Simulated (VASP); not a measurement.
Input of a VASP 6.6.1 run:

File INCAR:

```
PREC     = Accurate       # precision mode
ENCUT    = 910            # plane-wave cutoff, eV
EDIFF    = 1E-6           # SCF threshold, eV
ISMEAR   = 0              # smearing method
SIGMA    = 0.05           # smearing width, eV
LREAL    = False          # projectors in reciprocal space
LASPH    = True           # aspherical terms in the spheres
NELM     = 120            # most SCF steps
ALGO     = Normal         # electronic algorithm
ISIF     = 2              # what is computed and relaxed
LWAVE    = False          # write WAVECAR
LCHARG   = False          # write CHGCAR
GGA      = PS             # functional
NBANDS   = 44             # bands
GGA_COMPAT= False
```

The input KPOINTS:

```
Automatic mesh
0
Gamma
  4 4 4
```

The input POSCAR:

```
CO2
1.0
    5.7999351339      0.0000000000      0.0000000000
    0.0000000000      5.7999351339      0.0000000000
    0.0000000000      0.0000000000      6.2349302689
C O
4 8
Direct
    0.0000000000      0.0000000000      0.0000000000
    0.5000000000      0.0000000000      0.5000000000
    0.5000000000      0.5000000000      0.0000000000
    0.0000000000      0.5000000000      0.5000000000
    0.1161576883      0.1161576883      0.1161576883
    0.3838423117      0.8838423117      0.6161576883
    0.6161576883      0.3838423117      0.8838423117
    0.8838423117      0.6161576883      0.3838423117
    0.8838423117      0.8838423117      0.8838423117
    0.6161576883      0.1161576883      0.3838423117
    0.3838423117      0.6161576883      0.1161576883
    0.1161576883      0.3838423117      0.6161576883
```

Potentials or basis: VASP PAW PBE potentials, release 64 (C_h, O_h).

Launch:

```console
$ cat potpaw_PBE.64/C_h/POTCAR potpaw_PBE.64/O_h/POTCAR > POTCAR
$ mpirun -np 1 vasp_std > vasp.out
```

Question: What does it give for the band gap on the k mesh?

Answer: 6.39 eV.

Question: Estimate the pressure.

Answer: -7.1 GPa.

Question: What does it give for the largest force?

Answer: 2.731 eV/Å.

Forces on the atoms (eV/Å):
```
C    0.000  0.000  0.000
C    0.000  0.000  0.000
C    0.000  0.000  0.000
C    0.000  0.000  0.000
O   -1.538 -1.527 -1.661
O    1.538  1.527 -1.661
O   -1.538  1.527  1.661
O    1.538 -1.527  1.661
O    1.538  1.527  1.661
O   -1.538 -1.527  1.661
O    1.538 -1.527 -1.661
O   -1.538  1.527 -1.661
```

Caveat: the cell differs from its parent crystal (normal strain along x +0.0000, normal strain along z +0.0750); the cell stands under tension; this functional lacks dispersion, which holds the molecules together, so the pressure and a relaxed volume are unreliable; the PAW data sets were made with another functional, which shifts forces and pressure a little. A k mesh can miss the band edges.
